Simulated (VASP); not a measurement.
Write the native input for VASP 6.6.1 that does the following.

| Quantity | Value |
| --- | --- |
| Task | single point |
| Functional | PBE |
| Potentials or basis | VASP PAW PBE potentials, release 64 (Au) |
| Cutoff | 500 eV |
| k mesh | 7 × 7 × 7, shifted |
| Occupations | fermi-dirac, width 0.1 eV |
| Spin | no spin polarisation |
| Dipole correction | no |
| Further INCAR settings | ALGO = Normal; EDIFF = 1e-06; NBANDS = 12; ISYM = 0 |

The structure of Au lies in POSCAR:

```
Au
1.0
    0.0000000000      2.0523340000      2.0523340000
    2.0523340000      0.0000000000      2.0523340000
    2.0523340000      2.0523340000      0.0000000000
Au
1
Direct
    0.0000000000      0.0000000000      0.0000000000
```

The input as run:

INCAR

```
PREC = Accurate ; ENCUT = 500
EDIFF = 1E-6 ; ISMEAR = -1
SIGMA = 0.1 ; LREAL = False
LASPH = True ; NELM = 120
ALGO = Normal ; ISIF = 2
LWAVE = False ; LCHARG = False
GGA = PE ; ISYM = 0
NBANDS = 12 ; GGA_COMPAT = False
```

KPOINTS

```
Automatic mesh
0
Gamma
  7 7 7
  0.5 0.5 0.5
```

Potentials or basis: VASP PAW PBE potentials, release 64 (Au).

Run with:

```bash
$ cat potpaw_PBE.64/Au/POTCAR > POTCAR
$ mpirun -np 1 vasp_std > vasp.out
```

Results of the run:

```
Pressure               : 6.0 GPa
Band gap on the k mesh : zero (an odd number of electrons rules out a gap without spin polarisation)
```

Caveat: the k points lie up to 0.38 Å⁻¹ apart, too coarse for converged energies and pressures of a metal; spin-orbit coupling is left out, which moves the levels of the heavy elements.

Wall time 70 s on 1 thread of Intel(R) Xeon(R) Platinum 8259CL CPU @ 2.50GHz (Skylake/Cascade Lake) (shared host), peak memory 0.25 GiB.
